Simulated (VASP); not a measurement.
The system is Na.

```xyz
2
Lattice="5.0119 0.0000 0.0000 -2.5059 4.3404 0.0000 0.0000 0.0000 3.6482" Properties=species:S:1:pos:R:3 pbc="T T T"
Na    0.0000    2.8936    1.8241
Na    2.5059    1.4468    1.8241
```

- Program: VASP 6.6.1
- Task: relaxation of cell and atoms
- Functional: PBE
- Potentials or basis: VASP PAW PBE potentials, release 64 (Na_pv)
- Cutoff: 600 eV
- k mesh: 6 × 6 × 6
- Occupations: gaussian, width 0.1 eV
- Spin: no spin polarisation

At the start: pressure 1.5 GPa; volume 39.68 Å³/atom.

Where does the relaxation end?

Over 4 steps the energy falls by 123.7 meV/atom and the volume is 49.91 Å³/atom (+25.8 %); space group P6/mmm (No. 191, to 0.05 Å).

Step by step:
```
step  energy change (eV)  largest force (eV/Å)  pressure (GPa)  volume (Å³)
   1              0.0000                0.0000            1.50        79.36
   2             -0.0932                0.0000            1.02        83.63
   3             -0.2407                0.0000            0.18        96.59
   4             -0.2473                0.0000            0.05        99.81
```

Final structure:
```xyz
2
Lattice="5.8118 0.0000 0.0000 -2.9059 5.0332 0.0000 0.0000 0.0000 3.4122" Properties=species:S:1:pos:R:3 pbc="T T T"
Na    0.0000    3.3555    1.7061
Na    2.9059    1.6777    1.7061
```

Caveat: the volume moved by over 15 % at a fixed basis, so the end points are rough.
